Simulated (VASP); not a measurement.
Set up this calculation in VASP 6.6.1, as the native input.

- Task: single point
- Functional: PBEsol
- Potentials or basis: VASP PAW PBE potentials, release 64 (Ca_sv)
- Cutoff: 520 eV
- k mesh: 12 × 12 × 8
- Occupations: gaussian, width 0.1 eV
- Spin: no spin polarisation
- Dipole correction: no
- Further INCAR settings: ALGO = Fast; EDIFF = 1e-06; NBANDS = 17

The structure of Ca lies in POSCAR:

```
Ca
1.0
    1.9712759950     -3.3954901800      0.0000000000
    1.9712759950      3.3954901800      0.0000000000
    0.0000000000      0.0000000000      6.5091117400
Ca
2
Direct
    0.8355866000      0.1644134000      0.2500000000
    0.1644134000      0.8355866000      0.7500000000
```

One way to write it, as run:

INCAR

```
SYSTEM = Ca
ALGO     = Fast           ! electronic algorithm
EDIFF    = 1E-6           ! SCF threshold, eV
ENCUT    = 520            ! plane-wave cutoff, eV
GGA      = PS             ! functional
ISIF     = 2              ! what is computed and relaxed
ISMEAR   = 0              ! smearing method
LASPH    = .TRUE.         ! aspherical terms in the spheres
LCHARG   = .FALSE.        ! write CHGCAR
LREAL    = .FALSE.        ! projectors in reciprocal space
LWAVE    = .FALSE.        ! write WAVECAR
NBANDS   = 17             ! bands
NELM     = 60             ! most SCF steps
PREC     = Accurate       ! precision mode
SIGMA    = 0.1            ! smearing width, eV
```

KPOINTS

```
k-points
0
G
  12 12 8
  0 0 0
```

Potentials or basis: VASP PAW PBE potentials, release 64 (Ca_sv).

Command:

```bash
$ cat potpaw_PBE.64/Ca_sv/POTCAR > POTCAR
$ mpirun -np 1 vasp_std > vasp.out
```

Results of the run:

| Quantity | Value |
| --- | --- |
| Pressure | -1.1 GPa |
| Largest force | 0.016 eV/Å |
| Band gap on the k mesh | zero (bands 10 and 11 overlap by 0.55 eV) |

Caveat: the PAW data sets were made with another functional, which shifts forces and pressure a little.

It took 4.6 min on 1 thread of Intel(R) Xeon(R) Platinum 8375C CPU @ 2.90GHz (Ice Lake), with other jobs on the host, peak memory 0.4 GiB.
